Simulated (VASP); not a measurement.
Input of a VASP 6.6.1 run:

The input POSCAR:

```
Ga
1.0
    4.6021625799      0.0000000000      0.0000000000
   -2.3010812899      3.9855897065      0.0000000000
    0.0000000000      0.0000000000      2.9950128326
Ga
3
Direct
    0.0000000000      1.0000000000      0.0000000000
    0.3333333333      0.6666666667      0.5000000000
    0.6666666667      0.3333333333      0.5000000000
```

File INCAR.step1:

```
ALGO = Normal
EDIFF = 1E-4
ENCUT = 520
GGA = PE
ISMEAR = -1
LASPH = True
LCHARG = False
LREAL = False
LWAVE = True
NBANDS = 26
NELM = 100
PREC = Accurate
SIGMA = 0.1
```

Contents of INCAR.step2:

```
ALGO = Normal
EDIFF = 1E-6
ENCUT = 520
ISIF = 2
ISMEAR = -1
ISTART = 1
LASPH = True
LCHARG = False
LMIXTAU = True
LREAL = False
LWAVE = False
METAGGA = R2SCAN
NBANDS = 26
NELM = 100
PREC = Accurate
SIGMA = 0.1
```

KPOINTS

```
k-points
0
Gamma
  8 8 11
```

Potentials or basis: VASP PAW PBE potentials, release 64 (Ga_d).

Command:

```sh
$ cat potpaw_PBE.64/Ga_d/POTCAR > POTCAR
$ cp INCAR.step1 INCAR
$ mpirun -np 1 vasp_std > vasp.out
$ cp INCAR.step2 INCAR
$ mpirun -np 1 vasp_std > vasp.out
```

Estimate the pressure.

0.0 GPa.

Caveat: the PAW data sets were made with another functional, which shifts forces and pressure a little.
